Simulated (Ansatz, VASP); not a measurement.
## TaN in VASP and in Ansatz

The input INCAR:

```
PREC     = Accurate       # precision mode
ENCUT    = 700            # plane-wave cutoff, eV
EDIFF    = 1E-6           # SCF threshold, eV
ISMEAR   = 0              # smearing method
SIGMA    = 0.1            # smearing width, eV
LREAL    = False          # projectors in reciprocal space
LASPH    = True           # aspherical terms in the spheres
NELM     = 120            # most SCF steps
ALGO     = Normal         # electronic algorithm
ISIF     = 2              # what is computed and relaxed
LWAVE    = False          # write WAVECAR
LCHARG   = True           # write CHGCAR
GGA      = PE             # functional
LELF     = True           # ELF
LVHAR    = True         
NBANDS   = 16             # bands
GGA_COMPAT= False
```

KPOINTS

```
regular mesh
0
Gamma
  6 6 6
```

The input POSCAR:

```
TaN
1.0
   -1.9918827500      2.0403509400      2.0531032100
    1.9918827500     -2.0403509400      2.0531032100
    1.9918827500      2.0403509400     -2.0531032100
Ta N
1 1
Direct
    0.0000000000      0.0000000000      0.0000000000
    0.5000000000      0.0000000000      0.5000000000
```

Input for Ansatz:

```yaml
crystal:
  lattice:
    - [-1.99188275, 2.04035094, 2.05310321]
    - [1.99188275, -2.04035094, 2.05310321]
    - [1.99188275, 2.04035094, -2.05310321]
  atoms:
    - { symbol: Ta, position: [0.0, 0.0, 0.0] }
    - { symbol: "N", position: [0.5, 0.0, 0.5] }
basis:
  ecutwfc: 420
kpoints:
  mp_grid: { grid: [6, 6, 6] }
hamiltonian:
  xc: pbe
scf:
  occupations: { method: gaussian, width: 0.1 }
  lower_state_search: "off"
output:
  forces: true
  stress: true
  eigenvalues: true
```

Alike in both runs: task single point; functional PBE; k mesh 6 × 6 × 6; occupations gaussian, width 0.1 eV; no spin polarisation.

|  | VASP | Ansatz |
| --- | --- | --- |
| version | VASP 6.6.1 | Ansatz 0.2.0 |
| potentials or method | VASP PAW PBE potentials, release 64 (Ta_sv_GW, N), cutoff 700 eV | scalar-relativistic, plane waves, PAW |
| valence electrons in the cell | 18 | 18 |

```csv
,VASP,Ansatz,Ansatz less VASP
gap on the k mesh at the Fermi level (eV),none,none,-
pressure (GPa),-23.3,-23.1,+0.19
"traceless stress, the component that is largest in VASP (GPa)",9.23,9.14,-0.090
```

A gap of «none» marks a metal or a gap that the smearing closes.

The k mesh is coarse, so the values compare programs but aren't converged. Neither program's run includes spin-orbit coupling.
